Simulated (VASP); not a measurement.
Wanted: the native input for a VASP 6.6.1 run.

- Task: single point
- Functional: PBE
- Potentials or basis: VASP PAW PBE potentials, release 64 (Li_sv)
- Cutoff: 520 eV
- k mesh: 13 × 13 × 13
- Occupations: fermi-dirac, width 0.2 eV
- Spin: no spin polarisation
- Dipole correction: no
- Further INCAR settings: ALGO = Normal; EDIFF = 1e-06; NBANDS = 8

The structure of Li lies in POSCAR:

```
Li
1.0
   -1.7154150880      1.7154150880      1.7154150880
    1.7154150880     -1.7154150880      1.7154150880
    1.7154150880      1.7154150880     -1.7154150880
Li
1
Direct
    0.0000000000      0.0000000000      0.0000000000
```

These files were run (other wordings do the same):

INCAR

```
ALGO = Normal
EDIFF = 1E-6
ENCUT = 520
GGA = PE
ISIF = 2
ISMEAR = -1
LASPH = T
LCHARG = F
LREAL = F
LWAVE = F
NBANDS = 8
NELM = 80
PREC = Accurate
SIGMA = 0.2
```

KPOINTS

```
k-points
0
Gamma
  13 13 13
```

Potentials or basis: VASP PAW PBE potentials, release 64 (Li_sv).

Run with:

```console
$ cat potpaw_PBE.64/Li_sv/POTCAR > POTCAR
$ mpirun -np 1 vasp_std > vasp.out
```

Wall time 6.2 s on 1 thread of AMD EPYC 9R45 96-Core Processor (Zen 5) (shared host), peak memory 0.1 GiB.
